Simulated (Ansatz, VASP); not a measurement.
## Ta: VASP beside Ansatz

INCAR

```
PREC = Accurate
ENCUT = 520
EDIFF = 1E-6
ISMEAR = -1
SIGMA = 0.05
LREAL = False
LASPH = True
NELM = 100
ALGO = Normal
ISIF = 2
LWAVE = False
LCHARG = False
NBANDS = 12
```

File KPOINTS:

```
regular mesh
0
Gamma
  16 16 16
```

Contents of POSCAR:

```
Ta
1.0
   -1.4089554138      1.4089554138      1.4089554138
    1.4089554138     -1.4089554138      1.4089554138
    1.4089554138      1.4089554138     -1.4089554138
Ta
1
Direct
    0.0000000000      0.0000000000      0.0000000000
```

Input for Ansatz:

```yaml
crystal:
  lattice:
    - [-1.4089554138, 1.4089554138, 1.4089554138]
    - [1.4089554138, -1.4089554138, 1.4089554138]
    - [1.4089554138, 1.4089554138, -1.4089554138]
  atoms:
    - { symbol: Ta, position: [0.0, 0.0, 0.0] }
kpoints:
  mp_grid: { grid: [16, 16, 16] }
scf:
  occupations: { method: fermi_dirac, width: 0.05 }
hamiltonian:
  xc: lda
  pseudopotentials: { kind: all_electron, lapw: { basis_error: 0.001 } }
output:
  forces: true
  stress: true
  eigenvalues: true
  populations: true
```

Change from the starting cell: volume scaled by 0.65, LAPW.

Alike in both runs: task single point; functional LDA; k mesh 16 × 16 × 16; occupations fermi-dirac, width 0.05 eV; no spin polarisation.

|  | VASP | Ansatz |
| --- | --- | --- |
| version | VASP 6.6.1 | Ansatz 0.2.0 |
| potentials or method | VASP PAW LDA potentials, release 64 (Ta_pv), cutoff 520 eV | all-electron LAPW, scalar-relativistic |

```tsv
	VASP	Ansatz	Ansatz less VASP
pressure (GPa)	214.6	205.2	-9.43
```

LDA's correlation is that of Perdew and Zunger in VASP and of Perdew and Wang (1992) in Ansatz. Both programs put the cell under a high pressure, so it lies far from rest at this level. Ansatz ran all-electron here, and VASP with PAW potentials.

Neither program's run includes spin-orbit coupling. Noted on VASP's run: the cell as given lies far from equilibrium.
